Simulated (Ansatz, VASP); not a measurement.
**GaAs in VASP and in Ansatz**

Contents of INCAR:

```
PREC     = Accurate       # precision mode
ENCUT    = 600            # plane-wave cutoff, eV
EDIFF    = 1E-7           # SCF threshold, eV
ISMEAR   = 0              # smearing method
SIGMA    = 0.1            # smearing width, eV
LREAL    = False          # projectors in reciprocal space
LASPH    = True           # aspherical terms in the spheres
NELM     = 100            # most SCF steps
ALGO     = Normal         # electronic algorithm
ISIF     = 3              # what is computed and relaxed
LWAVE    = False          # write WAVECAR
LCHARG   = False          # write CHGCAR
GGA      = CA             # functional
IBRION   = 2              # ionic algorithm
NSW      = 100            # ionic steps
EDIFFG   = -0.005         # ionic threshold
```

File KPOINTS:

```
regular mesh
0
Gamma
  12 12 12
```

File POSCAR:

```
GaAs
1.0
    0.0000000000      2.8750910500      2.8750910500
    2.8750910500      0.0000000000      2.8750910500
    2.8750910500      2.8750910500      0.0000000000
Ga As
1 1
Direct
    0.0000000000      0.0000000000      0.0000000000
    0.7500000000      0.7500000000      0.7500000000
```

Input for Ansatz:

```yaml
crystal:
  lattice:
    - [0.0, 2.87509105, 2.87509105]
    - [2.87509105, 0.0, 2.87509105]
    - [2.87509105, 2.87509105, 0.0]
  atoms:
    - { symbol: Ga, position: [0.0, 0.0, 0.0] }
    - { symbol: As, position: [0.75, 0.75, 0.75] }
basis:
  ecutwfc: 420
kpoints:
  mp_grid: { grid: [12, 12, 12] }
hamiltonian:
  xc: lda
scf:
  occupations: { method: gaussian, width: 0.1 }
output:
  forces: true
  stress: true
  eigenvalues: true
  write_density: true
  write_potential: true
  elf: true
  volumetric_format: npy
relax:
  adjacent_minimum: "off"
  f_tol: 0.005
  max_steps: 80
  cell: { stress_tol: 0.05 }
```

Alike in both runs: task relaxation of cell and atoms; functional LDA; k mesh 12 × 12 × 12; occupations gaussian, width 0.1 eV; no spin polarisation.

```csv
,VASP,Ansatz
version,VASP 6.6.1,Ansatz 0.2.0
potentials or method,"VASP PAW LDA potentials, release 64 (Ga_d, As), cutoff 600 eV","scalar-relativistic, plane waves, PAW"
valence electrons in the cell,18,28
```

Ansatz gave:

```
gap on the k mesh at the Fermi level, each at its own relaxed structure (eV) : 0.49
relaxed volume (Å³/atom)                                                     : 21.99
relaxed cell length with the largest relative difference (Å)                 : 3.962
```

Problem. What did VASP give for the same quantities?

Solution. gap on the k mesh at the Fermi level, each at its own relaxed structure (eV): 0.51; relaxed volume (Å³/atom): 22.08; relaxed cell length with the largest relative difference (Å): 3.967.

LDA's correlation is that of Perdew and Zunger in VASP and of Perdew and Wang (1992) in Ansatz. VASP's potentials hold 18 valence electrons a cell and Ansatz's 28, so a difference there can come from the potentials and not from the codes.
